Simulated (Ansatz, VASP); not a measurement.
## One calculation of InSb, two programs

```
In Sb
1.0
     0.00000    3.03004    3.42092
     3.03004    0.00000    3.42092
     3.03004    3.03004    0.00000
In Sb
1 1
Direct
  0.00000 0.00000 0.00000
  0.50000 0.50000 0.50000
```

Alike in both runs: task single point; functional PBE; k mesh 14 × 14 × 14; occupations gaussian, width 0.15 eV; no spin polarisation.

|  | VASP | Ansatz |
| --- | --- | --- |
| version | VASP 6.6.1 | Ansatz 0.2.0 |
| potentials or method | VASP PAW PBE potentials, release 64 (In_d, Sb), cutoff 520 eV | scalar-relativistic, plane waves, PAW |
| valence electrons in the cell | 18 | 28 |

```csv
,VASP,Ansatz,Ansatz less VASP
gap on the k mesh at the Fermi level (eV),none,none,-
pressure (GPa),-1.9,-1.9,+0.03
"traceless stress, the component that is largest in VASP (GPa)",-3.28,-3.28,-0.002
```

A gap of «none» marks a metal or a gap that the smearing closes. The functional is the same, so the differences come from potentials, cutoffs and numerics. VASP's potentials hold 18 valence electrons a cell and Ansatz's 28, so a difference there can come from the potentials and not from the codes.

Spin-orbit coupling is off throughout.
